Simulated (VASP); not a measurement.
The system is Ag.

```
Ag
1.0
     0.00000    2.01514    2.01514
     2.01514    0.00000    2.01514
     2.01514    2.01514    0.00000
Ag
1
Direct
  0.00000 0.00000 0.00000
```

Base run:

```yaml
Program: VASP 6.6.1
Functional: revPBE
Potentials_or_basis: VASP PAW PBE potentials, release 64 (Ag)
Cutoff: 520 eV
k_mesh: 11 × 11 × 11
Occupations: fermi-dirac, width 0.05 eV
Spin: no spin polarisation
```

Its results: pressure 12.7 GPa.

Task: The run is repeated on the same cell with these changes: functional from revPBE to r2SCAN. What comes out?

Result: Pressure 6.5 GPa.

Caveats: the PAW data sets were made with another functional, which shifts forces and pressure a little.
